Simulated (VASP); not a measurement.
# TlBr (Pm-3m) in VASP: further runs, part 2 of 2

VASP 6.6.1.

### 3 Relaxation of cell and atoms, PBEsol

This run uses another cell than the first one, of 31.52 Å³/atom.

INCAR

```
PREC     = Accurate       # precision mode
ENCUT    = 500            # plane-wave cutoff, eV
EDIFF    = 1E-7           # SCF threshold, eV
ISMEAR   = -1             # smearing method
SIGMA    = 0.08           # smearing width, eV
LREAL    = F              # projectors in reciprocal space
LASPH    = T              # aspherical terms in the spheres
NELM     = 120            # most SCF steps
ALGO     = Normal         # electronic algorithm
ISIF     = 3              # what is computed and relaxed
LWAVE    = F              # write WAVECAR
LCHARG   = F              # write CHGCAR
GGA      = PS             # functional
IBRION   = 2              # ionic algorithm
NSW      = 100            # ionic steps
EDIFFG   = -0.002         # ionic threshold
GGA_COMPAT= F            
NELMIN   = 4
```

KPOINTS

```
regular mesh
0
Gamma
  12 12 12
```

POSCAR

```
TlBr
1.0
    3.9800000000      0.0000000000      0.0000000000
    0.0000000000      3.9800000000      0.0000000000
    0.0000000000      0.0000000000      3.9800000000
Tl Br
1 1
Direct
    0.0000000000      0.0000000000      0.0000000000
    0.5000000000      0.5000000000      0.5000000000
```

Potentials or basis: VASP PAW PBE potentials, release 64 (Tl_d, Br).

Launch:

```
> cat potpaw_PBE.64/Tl_d/POTCAR potpaw_PBE.64/Br/POTCAR > POTCAR
> mpirun -np 1 vasp_std > vasp.out
```

OUTCAR:

```text
PREC = Accurate
   ENCUT = 500
   EDIFF = 1E-7
   ISMEAR = -1
   LREAL = F
   LASPH = T
   NELM = 120
   ISIF = 3
   GGA = PS
   IBRION = 2
   NSW = 100
   EDIFFG = -0.002
   NELMIN = 4

 ion  position               nearest neighbor table
   1  0.000  0.000  0.000-   2 3.45   2 3.45   2 3.45   2 3.45   2 3.45   2 3.45   2 3.45   2 3.45

   2  0.500  0.500  0.500-   1 3.45   1 3.45   1 3.45   1 3.45   1 3.45   1 3.45   1 3.45   1 3.45

  LATTYP: Found a simple cubic cell.
 ALAT       =     3.9800000000

  Lattice vectors:

 A1 = (   3.9800000000,   0.0000000000,   0.0000000000)
 A2 = (   0.0000000000,   3.9800000000,   0.0000000000)
 A3 = (   0.0000000000,   0.0000000000,   3.9800000000)

Analysis of symmetry for initial positions (statically):
=====================================================================
 Subroutine PRICEL returns:
 Original cell was already a primitive cell.

 Routine SETGRP: Setting up the symmetry group for a
 simple cubic supercell.

 Subroutine GETGRP returns: Found 48 space group operations
 (whereof 48 operations were pure point group operations)
 out of a pool of 48 trial point group operations.

The static configuration has the point symmetry O_h .

Analysis of symmetry for dynamics (positions and initial velocities):
=====================================================================
 Subroutine PRICEL returns:
 Original cell was already a primitive cell.

 Routine SETGRP: Setting up the symmetry group for a
 simple cubic supercell.

 Subroutine GETGRP returns: Found 48 space group operations
 (whereof 48 operations were pure point group operations)
 out of a pool of 48 trial point group operations.

The dynamic configuration has the point symmetry O_h .

 Subroutine INISYM returns: Found 48 space group operations
 (whereof 48 operations are pure point group operations),
 and found     1 'primitive' translations

----------------------------------------------------------------------------------------

                                     Primitive cell

  volume of cell :      63.0448

  direct lattice vectors                    reciprocal lattice vectors
     3.980000000  0.000000000  0.000000000     0.251256281  0.000000000  0.000000000
     0.000000000  3.980000000  0.000000000     0.000000000  0.251256281  0.000000000
     0.000000000  0.000000000  3.980000000     0.000000000  0.000000000  0.251256281

  length of vectors
     3.980000000  3.980000000  3.980000000     0.251256281  0.251256281  0.251256281

  position of ions in fractional coordinates (direct lattice)
     0.000000000  0.000000000  0.000000000
     0.500000000  0.500000000  0.500000000

  ion indices of the primitive-cell ions
   primitive index   ion index
                 1           1
                 2           2

----------------------------------------------------------------------------------------

 KPOINTS: regular mesh

Automatic generation of k-mesh.
 Grid dimensions read from file:
 generate k-points for:   12   12   12

 Generating k-lattice:

[... 47 lines left out ...]
   dimension x,y,z NGXF=    60 NGYF=   60 NGZF=   60
   ions per type =               1   1
   NGX,Y,Z   is equivalent  to a cutoff of  12.53, 12.53, 12.53 a.u.
   NGXF,Y,Z  is equivalent  to a cutoff of  25.06, 25.06, 25.06 a.u.
 SYSTEM =  unknown system
   PREC   = accura    normal or accurate (medium, high low for compatibility)
   ISTART =      0    job   : 0-new  1-cont  2-samecut
   ICHARG =      2    charge: 1-file 2-atom 10-const
   ISPIN  =      1    spin polarized calculation?
   LNONCOLLINEAR =      F non collinear calculations
   LSORBIT =      F    spin-orbit coupling
   LASPH  =      T    aspherical Exc in radial PAW
   ENCUT  =  500.0 eV  36.75 Ry    6.06 a.u.   7.26  7.26  7.26*2*pi/ulx,y,z
   NELM   =    120;   NELMIN=  4; NELMDL= -5     # of ELM steps
   EDIFF  = 0.1E-06   stopping-criterion for ELM
   LREAL  =      F    real-space projection
   EDIFFG = -.2E-02   stopping-criterion for IOM
   NSW    =    100    number of steps for IOM
   IBRION =      2    ionic relax: 0-MD 1-quasi-New 2-CG
   NFREE  =      1    steps in history (QN), initial steepest desc. (CG)
   ISIF   =      3    stress and relaxation
   ISYM   =      2    0-nonsym 1-usesym 2-fastsym
   POTIM  = 0.5000    time-step for ionic-motion
   TEBEG  =    0.0;   TEEND  =   0.0 temperature during run
   PSTRESS=    0.0 pullay stress
   NELECT =      20.0000    total number of electrons
   NUPDOWN=      -1.0000    fix difference up-down
   EMIN   =  10.00;   EMAX   =-10.00  energy-range for DOS
   EFERMI =   0.00;   METHOD = LEGACY
   ISMEAR =    -1;   SIGMA  =   0.08  broadening in eV -4-tet -1-fermi 0-gaus
   EFERMI_NEDOS =   21; number of points for ismear=-14 and -15
   IALGO  =     38    algorithm
   IMIX   =      4    mixing-type and parameters
     AMIX     =   0.40;   BMIX     =  1.00
     AMIX_MAG =   1.60;   BMIX_MAG =  1.00
  volume/ion in A,a.u.               =      31.52       212.72
  Fermi-wavevector in a.u.,A,eV,Ry     =   1.116525  2.109926 16.961403  1.246628
  Thomas-Fermi vector in A             =   2.253140
   LORBIT       =      0    0 simple, 1 ext, 2 COOP (PROOUT), +10 PAW based schemes
   GGA     = PS    functional components
   LHFCALC =     F    Hartree Fock is set to
   AEXX    =    0.0000 exact exchange contribution
   IVDW    =     0    specifies the selected vdW correction
   LEPSILON=     F    determine dielectric tensor
   LRPA    =     F    only Hartree local field effects (RPA)
 conjugate gradient relaxation of ions
 non-spin polarized calculation
  energy-cutoff  :      500.00
  volume of cell :       63.04
 maximum number of plane-waves:      1628
 NGX is ok and might be reduce to    30
   NGX = 15   NGY = 15   NGZ = 15

--------------------------------------- Ionic step        1  -------------------------------------------

 number of electron      20.0000005 magnetization

 Free energy of the ion-electron system (eV)
  ---------------------------------------------------
  ext. energy  EPLUGINS =         0.00000000
  ---------------------------------------------------
  free energy    TOTEN  =        -6.02009705 eV

  energy without entropy =       -6.02009670  energy(sigma->0) =       -6.02009687

------------------------ aborting loop because EDIFF is reached ----------------------------------------

  FORCE on cell =-STRESS in cart. coord.  units (eV):
  Direction    XX          YY          ZZ          XY          YZ          ZX
  --------------------------------------------------------------------------------------
  -------------------------------------------------------------------------------------
  Total       -0.4751667     -0.4751667     -0.4751667      0.0000000     -0.0000000     -0.0000000
  in kB      -12.0755627    -12.0755627    -12.0755627      0.0000000     -0.0000000     -0.0000000
  external PRESSURE =     -12.0755627 kB  Pullay stress =       0.0000000 kB
[... 59 lines left out ...]
--------------------------------------- Ionic step        3  -------------------------------------------

 number of electron      19.9999996 magnetization

 Free energy of the ion-electron system (eV)
  ---------------------------------------------------
  ext. energy  EPLUGINS =         0.00000000
  ---------------------------------------------------
  free energy    TOTEN  =        -6.03253718 eV

  energy without entropy =       -6.03253653  energy(sigma->0) =       -6.03253686

 E-fermi :   3.6423     XC(G=0):  -9.4235

 val. band max:        2.8115354279   @ k =   0.5000   0.0000   0.0000
 cond. band min:       4.4022961289   @ k =   0.5000   0.0000   0.0000
 fundamental gap:      1.5907607010
 Fermi energy:         3.6422580166

 k-point     1 :       0.0000    0.0000    0.0000
  band No.  band energies     occupation
      1     -11.2620      2.00000
      2      -7.3658      2.00000
      3      -7.3658      2.00000
      4      -7.1582      2.00000
      5      -7.1582      2.00000
      6      -7.1582      2.00000
      7      -2.0338      2.00000
      8       1.2628      2.00000
      9       1.2628      2.00000
     10       1.2628      2.00000
     11       9.5291      0.00000
     12       9.5291      0.00000
     13      10.1494      0.00000
     14      10.1494      0.00000
[... 377 lines left out ...]
      1     -10.8910      2.00000
      2      -7.2936      2.00000
      3      -7.2127      2.00000
      4      -7.1974      2.00000
      5      -7.1847      2.00000
      6      -7.1405      2.00000
      7      -2.1436      2.00000
      8      -0.1873      2.00000
      9       1.0680      2.00000
     10       1.8803      2.00000
     11       6.6470      0.00000
     12       7.7993      0.00000
     13       9.5677      0.00000
     14      11.1605      0.00000

 [... further k-points ...]
[... 5 lines left out ...]
  --------------------------------------------------------------------------------------
  -------------------------------------------------------------------------------------
  Total       -0.0029084     -0.0029084     -0.0029084      0.0000000      0.0000000     -0.0000000
  in kB       -0.0777260     -0.0777260     -0.0777260      0.0000000      0.0000000     -0.0000000
  external PRESSURE =      -0.0777260 kB  Pullay stress =       0.0000000 kB
[... 17 lines left out ...]
  FREE ENERGIE OF THE ION-ELECTRON SYSTEM (eV)
  ---------------------------------------------------
  free  energy   TOTEN  =        -6.0325371828 eV

  energy  without entropy=       -6.0325365315  energy(sigma->0) =       -6.03253686

 reached required accuracy - stopping structural energy minimisation
```

Wall time 3.3 min (1 thread of Intel Xeon 8259CL, shared host); peak memory 0.23 GiB.

Results:

| Quantity | Value |
| --- | --- |
| Free energy | -6.0325 eV |
| Relaxed volume | 29.98 Å³/atom |
| Relaxed cell | a = 3.914 Å, b = 3.914 Å, c = 3.914 Å, α = 90.00°, β = 90.00°, γ = 90.00° |
| Space group after relaxing (to 0.1 Å) | Pm-3m (No. 221) |
| Energy gained by relaxing | 6.2 meV/atom |
| Ionic steps | 3 |
| Pressure after relaxing | 0.0 GPa |
| Band gap on the k mesh | 1.59 eV |

Step by step:
```csv
step,energy change (eV),largest force (eV/Å),pressure (GPa),volume (Å³)
1,0.0000,0.0000,-1.21,63.04
2,-0.0111,0.0000,-0.42,60.90
3,-0.0124,0.0000,-0.01,59.95
```

Final structure:
```xyz
2
Lattice="3.9138 0.0000 0.0000 0.0000 3.9138 0.0000 0.0000 0.0000 3.9138" Properties=species:S:1:pos:R:3 pbc="T T T"
Tl    0.0000    0.0000    0.0000
Br    1.9569    1.9569    1.9569
```

Caveat: the PAW data sets were made with another functional, which shifts forces and pressure a little; spin-orbit coupling is left out, which moves the levels of the heavy elements.
